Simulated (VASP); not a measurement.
Wanted: the native input for a VASP 6.6.1 run.

```
Task                   : single point
Functional             : PBEsol
Potentials or basis    : VASP PAW PBE potentials, release 64 (Zn, In_d, Au)
Cutoff                 : 520 eV
k mesh                 : 3 × 3 × 3
Occupations            : gaussian, width 0.1 eV
Spin                   : no spin polarisation
Dipole correction      : no
Further INCAR settings : LREAL = Auto; ALGO = Fast; EDIFF = 1e-07; NBANDS = 109; ISYM = 0
```

The structure of Zn3In2Au3 lies in POSCAR:

```
Zn3In2Au3
1.0
    6.6159400511     -0.3439791135     -0.2514000631
   -0.3973815227      6.6564953459      0.3632390021
   -0.2913651346      0.3650713454      6.5994024749
Zn In Au
6 4 6
Direct
    0.0778453701     -0.0173150159      0.0403330761
    0.5241777755      0.0504037744      0.0666360713
    0.5107318544      0.4523889250      0.9709239976
    0.4375030385      0.9548123514      0.4539612635
    0.4906105825      0.5519583127      0.5426328183
    0.7161688668      0.2401424725      0.7377735106
    0.9850581463      0.4468326048      0.9829893662
   -0.0410322827      1.0093990996      0.4599514225
    0.0390179030      0.5154213805      0.4954241418
    0.6985175179      0.8212610144      0.7947842589
    0.2554816838      0.2637339344      0.2607225764
    0.6827195134      0.3040337262      0.3404157724
    0.3298639087      0.6941048614      0.1834269883
    0.3110632920      0.2047931728      0.7208583194
    0.7724733213      0.7291439326      0.2084653563
    0.2106982511      0.7833865954      0.7628236293
```

The input as run:

INCAR

```
SYSTEM = Zn3In2Au3
PREC = Accurate
ENCUT = 520
EDIFF = 1E-7
ISMEAR = 0
SIGMA = 0.1
LREAL = Auto
LASPH = .TRUE.
NELM = 60
ALGO = Fast
ISIF = 2
LWAVE = .FALSE.
LCHARG = .FALSE.
GGA = PS
NBANDS = 109
ISYM = 0
```

KPOINTS

```
regular mesh
0
G
  3 3 3
  0 0 0
```

Potentials or basis: VASP PAW PBE potentials, release 64 (Zn, In_d, Au).

Run with:

```console
$ cat potpaw_PBE.64/Zn/POTCAR potpaw_PBE.64/In_d/POTCAR potpaw_PBE.64/Au/POTCAR > POTCAR
$ mpirun -np 1 vasp_std > vasp.out
```

It gave:

```
Pressure               : -0.1 GPa
Largest force          : 0.041 eV/Å
Band gap on the k mesh : zero (bands 95 and 96 overlap by 1.53 eV)
```

Caveat: the PAW data sets were made with another functional, which shifts forces and pressure a little; spin-orbit coupling is left out, which moves the levels of the heavy elements.

Wall time 12 min on 1 thread of Intel(R) Xeon(R) Platinum 8488C (Sapphire Rapids), on a shared host, peak memory 0.52 GiB.
